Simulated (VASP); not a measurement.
# Ti (P6/mmm) in VASP: settings compared, part 2 of 2

VASP 6.6.1. Earlier steps stand in the parts before.

## (3) Single point, BLYP

Contents of INCAR:

```
PREC     = Accurate       # precision mode
ENCUT    = 500            # plane-wave cutoff, eV
EDIFF    = 1E-6           # SCF threshold, eV
ISMEAR   = -1             # smearing method
SIGMA    = 0.15           # smearing width, eV
LREAL    = False          # projectors in reciprocal space
LASPH    = True           # aspherical terms in the spheres
NELM     = 120            # most SCF steps
ALGO     = Normal         # electronic algorithm
ISIF     = 2              # what is computed and relaxed
LWAVE    = False          # write WAVECAR
LCHARG   = False          # write CHGCAR
GGA      = B5             # functional
ALDAX    = 1.0          
AGGAX    = 1.0          
AGGAC    = 1.0          
ALDAC    = 0.0          
ISYM     = -1           
NBANDS   = 25             # bands
GGA_COMPAT= False
```

KPOINTS is that of step 2.

Contents of POSCAR:

```
Ti
1.0
    4.6000000000      0.0000000000      0.0000000000
   -2.3000000000      3.9837168574      0.0000000000
    0.0000000000      0.0000000000      2.8200000000
Ti
3
Direct
    0.0000000000      0.0000000000      0.0000000000
    0.3333330000      0.6666670000      0.5000000000
    0.6666670000      0.3333330000      0.5000000000
```

Potentials or basis: VASP PAW PBE potentials, release 64 (Ti_sv).

The run is started by

```
$ cat potpaw_PBE.64/Ti_sv/POTCAR > POTCAR
$ mpirun -np 1 vasp_std > vasp.out
```

OUTCAR:

```text
PREC = Accurate
   ENCUT = 500
   EDIFF = 1E-6
   ISMEAR = -1
   LREAL = False
   LASPH = True
   NELM = 120
   ISIF = 2
   GGA = B5
   ISYM = -1

 ion  position               nearest neighbor table
   1  0.000  0.000  0.000-
   2  0.333  0.667  0.500-   3 2.66   3 2.66   3 2.66
   3  0.667  0.333  0.500-   2 2.66   2 2.66   2 2.66

IMPORTANT INFORMATION: All symmetrisations will be switched off!
NOSYMM: (Re-)initialisation of all symmetry stuff for point group C_1.

----------------------------------------------------------------------------------------

                                     Primitive cell

  volume of cell :      51.6768

  direct lattice vectors                    reciprocal lattice vectors
     4.600000000  0.000000000  0.000000000     0.217391304  0.125510928  0.000000000
    -2.300000000  3.983716857  0.000000000     0.000000000  0.251021856  0.000000000
     0.000000000  0.000000000  2.820000000     0.000000000  0.000000000  0.354609929

  length of vectors
     4.600000000  4.600000000  2.820000000     0.251021856  0.251021856  0.354609929

  position of ions in fractional coordinates (direct lattice)
     0.000000000  0.000000000  0.000000000
     0.333333000  0.666667000  0.500000000
     0.666667000  0.333333000  0.500000000

  ion indices of the primitive-cell ions
   primitive index   ion index
                 1           1
                 2           2
                 3           3

----------------------------------------------------------------------------------------

 KPOINTS: explicit points

Read explicit list of k-points.

 Found    144 k-points:

 Following reciprocal coordinates:
            Coordinates               Weight
  0.083333  0.083333  0.062500      0.006944
  0.083333  0.083333  0.187500      0.006944
[... 55 lines left out ...]
   EFERMI =   0.00;   METHOD = LEGACY
   ISMEAR =    -1;   SIGMA  =   0.15  broadening in eV -4-tet -1-fermi 0-gaus
   EFERMI_NEDOS =   21; number of points for ismear=-14 and -15
   IALGO  =     38    algorithm
   IMIX   =      4    mixing-type and parameters
     AMIX     =   0.40;   BMIX     =  1.00
     AMIX_MAG =   1.60;   BMIX_MAG =  1.00
  volume/ion in A,a.u.               =      17.23       116.24
  Fermi-wavevector in a.u.,A,eV,Ry     =   1.451255  2.742475 28.655807  2.106142
  Thomas-Fermi vector in A             =   2.568774
   LORBIT       =      0    0 simple, 1 ext, 2 COOP (PROOUT), +10 PAW based schemes
   GGA     = B5    functional components
   LHFCALC =     F    Hartree Fock is set to
   AEXX    =    0.0000 exact exchange contribution
   IVDW    =     0    specifies the selected vdW correction
   LEPSILON=     F    determine dielectric tensor
   LRPA    =     F    only Hartree local field effects (RPA)
 non-spin polarized calculation
  energy-cutoff  :      500.00
  volume of cell :       51.68
 maximum number of plane-waves:      1325
 NGX is ok and might be reduce to    36
   NGX = 17   NGY = 17   NGZ = 11

 number of electron      35.9999981 magnetization

 Free energy of the ion-electron system (eV)
  ---------------------------------------------------
  ext. energy  EPLUGINS =         0.00000000
  ---------------------------------------------------
  free energy    TOTEN  =       -20.43250395 eV

  energy without entropy =      -20.15125682  energy(sigma->0) =      -20.29188038

 E-fermi :   8.7269     XC(G=0): -10.9988

 val. band max:        8.7232816764   @ k =   0.4167   0.4167   0.3125
 cond. band min:       8.7291447596   @ k =   0.2500   0.2500   0.9375
 fundamental gap:      0.0058630832
 Fermi energy:         8.7268642142

 k-point     1 :       0.0833    0.0833    0.0625
  band No.  band energies     occupation
      1     -47.8573      2.00000
      2     -47.6322      2.00000
      3     -47.4885      2.00000
      4     -24.3898      2.00000
      5     -24.3878      2.00000
      6     -24.2043      2.00000
[... 661 lines left out ...]
     24      10.8219      0.00000
     25      11.2818      0.00000

 [... further k-points ...]

------------------------ aborting loop because EDIFF is reached ----------------------------------------

  FORCE on cell =-STRESS in cart. coord.  units (eV):
  Direction    XX          YY          ZZ          XY          YZ          ZX
  --------------------------------------------------------------------------------------
  -------------------------------------------------------------------------------------
  Total        0.6717950      0.6656621      0.9866154     -0.0053168     -0.0000005      0.0000035
  in kB       20.8282091     20.6380654     30.5888428     -0.1648419     -0.0000162      0.0001089
  external PRESSURE =      24.0183724 kB  Pullay stress =       0.0000000 kB

 VOLUME and BASIS-vectors are now :
 -----------------------------------------------------------------------------
  energy-cutoff  :      500.00
  volume of cell :       51.68
      direct lattice vectors                 reciprocal lattice vectors
     4.600000000  0.000000000  0.000000000     0.217391304  0.125510928  0.000000000
    -2.300000000  3.983716857  0.000000000     0.000000000  0.251021856  0.000000000
     0.000000000  0.000000000  2.820000000     0.000000000  0.000000000  0.354609929

 POSITION                                       TOTAL-FORCE (eV/Angst)
 -----------------------------------------------------------------------------------
      0.00000      0.00000      0.00000         0.000001     -0.000007      0.000001
     -0.00000      2.65581      1.41000         0.005047     -0.002910     -0.000003
      2.30000      1.32790      1.41000        -0.005048      0.002918      0.000001
 -----------------------------------------------------------------------------------
    total drift:                               -0.000007      0.000003      0.000004

  FREE ENERGIE OF THE ION-ELECTRON SYSTEM (eV)
  ---------------------------------------------------
  free  energy   TOTEN  =       -20.4325039475 eV

  energy  without entropy=      -20.1512568201  energy(sigma->0) =      -20.29188038
```

OSZICAR:

```text
N       E                     dE             d eps       ncg     rms          rms(c)
DAV:   1     0.430685110673E+03    0.43069E+03   -0.18290E+04  7200   0.175E+03
DAV:   2     0.257266073749E+02   -0.40496E+03   -0.39818E+03  7272   0.510E+02
DAV:   3    -0.193121956461E+02   -0.45039E+02   -0.43879E+02 13289   0.146E+02
DAV:   4    -0.228104914060E+02   -0.34983E+01   -0.34692E+01  9882   0.370E+01
DAV:   5    -0.229959833737E+02   -0.18549E+00   -0.18539E+00 11308   0.717E+00    0.141E+01
DAV:   6    -0.204097714099E+02    0.25862E+01   -0.10081E+01  9478   0.300E+01    0.370E+00
DAV:   7    -0.205554898795E+02   -0.14572E+00   -0.20232E+00 11074   0.123E+01    0.407E+00
DAV:   8    -0.204107868150E+02    0.14470E+00   -0.10470E+00 11198   0.779E+00    0.215E+00
DAV:   9    -0.204439753584E+02   -0.33189E-01   -0.28424E-01  9817   0.566E+00    0.872E-01
DAV:  10    -0.204319087017E+02    0.12067E-01   -0.63929E-02  9608   0.296E+00    0.103E-01
DAV:  11    -0.204323637469E+02   -0.45505E-03   -0.57646E-03 10557   0.743E-01    0.117E-01
DAV:  12    -0.204324890771E+02   -0.12533E-03   -0.74327E-04 10907   0.333E-01    0.662E-02
DAV:  13    -0.204325201901E+02   -0.31113E-04   -0.19990E-04  9563   0.125E-01    0.247E-02
DAV:  14    -0.204325068774E+02    0.13313E-04   -0.20922E-05 10162   0.490E-02    0.527E-03
DAV:  15    -0.204325035393E+02    0.33381E-05   -0.34418E-06  6870   0.210E-02    0.304E-03
DAV:  16    -0.204325039475E+02   -0.40816E-06   -0.29414E-07  4095   0.604E-03
   1 F= -.20432504E+02 E0= -.20291880E+02  d E =-.281247E+00
```

Wall time 1.8 min (1 thread of Intel Xeon 6975P-C (Granite Rapids), shared host); peak memory 0.26 GiB.

What came out:

```
Free energy            : -20.4325 eV
Pressure               : 2.4 GPa
Largest force          : 0.006 eV/Å
Band gap on the k mesh : zero (bands 18 and 19 overlap by 0.23 eV)
```

Forces on the atoms (eV/Å):
```
Ti   0.000  0.000  0.000
Ti   0.005 -0.003  0.000
Ti  -0.005  0.003  0.000
```

Stress tensor (GPa, compression positive):
```
 2.08 -0.02  0.00
-0.02  2.06  0.00
 0.00  0.00  3.06
```

Levels at points of the mesh, in eV from the Fermi level:
```csv
k point,band 16,band 17,band 18,band 19,band 20,band 21
"(0.08, 0.08, 0.06)",-0.96,-0.44,-0.41,0.26,0.71,1.09
```

Caveat: the PAW data sets were made with another functional, which shifts forces and pressure a little.

## (4) Single point, PBEsol

Contents of INCAR:

```
PREC     = Accurate       # precision mode
ENCUT    = 500            # plane-wave cutoff, eV
EDIFF    = 1E-6           # SCF threshold, eV
ISMEAR   = -1             # smearing method
SIGMA    = 0.15           # smearing width, eV
LREAL    = F              # projectors in reciprocal space
LASPH    = T              # aspherical terms in the spheres
NELM     = 120            # most SCF steps
ALGO     = Normal         # electronic algorithm
ISIF     = 2              # what is computed and relaxed
LWAVE    = F              # write WAVECAR
LCHARG   = F              # write CHGCAR
GGA      = PS             # functional
NBANDS   = 25             # bands
ISYM     = -1           
GGA_COMPAT= F
```

KPOINTS is that of step 3.

POSCAR is that of step 3.

The run is started by

```
$ cat potpaw_PBE.64/Ti_sv/POTCAR > POTCAR
$ mpirun -np 1 vasp_std > vasp.out
```

Wall time 82 s (1 thread of Intel Xeon 6975P-C (Granite Rapids), shared host); peak memory 0.27 GiB.

It converged, with:

| Item | Value |
| --- | --- |
| Free energy | -25.1408 eV |
| Pressure | -4.8 GPa |
| Largest force | 0.005 eV/Å |
| Band gap on the k mesh | zero (bands 18 and 19 overlap by 0.15 eV) |

Forces in eV/Å, atoms in the order of the input:
```
Ti   0.000  0.000  0.000
Ti   0.004 -0.002  0.000
Ti  -0.004  0.002  0.000
```

Stress tensor (GPa, compression positive):
```
-5.14 -0.02  0.00
-0.02 -5.16  0.00
 0.00  0.00 -4.07
```

Levels at points of the mesh, in eV from the Fermi level:
```csv
k point,band 15,band 16,band 17,band 18,band 19,band 20,band 21,band 22
"(0.08, 0.08, 0.06)",-1.21,-0.98,-0.49,-0.47,0.27,0.76,1.14,1.45
```

Caveat: the cell stands under tension; the PAW data sets were made with another functional, which shifts forces and pressure a little.

## (5) Summary

```tsv
level	potentials or basis	gap on the mesh (eV)	pressure (GPa)	largest force (eV/Å)
LDA	VASP PAW LDA potentials, release 64 (Ti_sv)	none	-8.8	0.01
BLYP	VASP PAW PBE potentials, release 64 (Ti_sv)	none	2.4	0.01
PBEsol	VASP PAW PBE potentials, release 64 (Ti_sv)	none	-4.8	-
```

Alike in all rows: task single point; no spin polarisation; cell as given; k mesh 6 × 6 × 8, shifted; cutoff (eV) 500; smearing fermi-dirac 0.15 eV.

Caveats: the cell stands under tension (at least some runs); the PAW data sets were made with another functional, which shifts forces and pressure a little (at least some runs).

Absolute energies hang on the potentials; compare differences alone.

The gap in the log of VASP goes by the Fermi energy; the results here count the filled bands.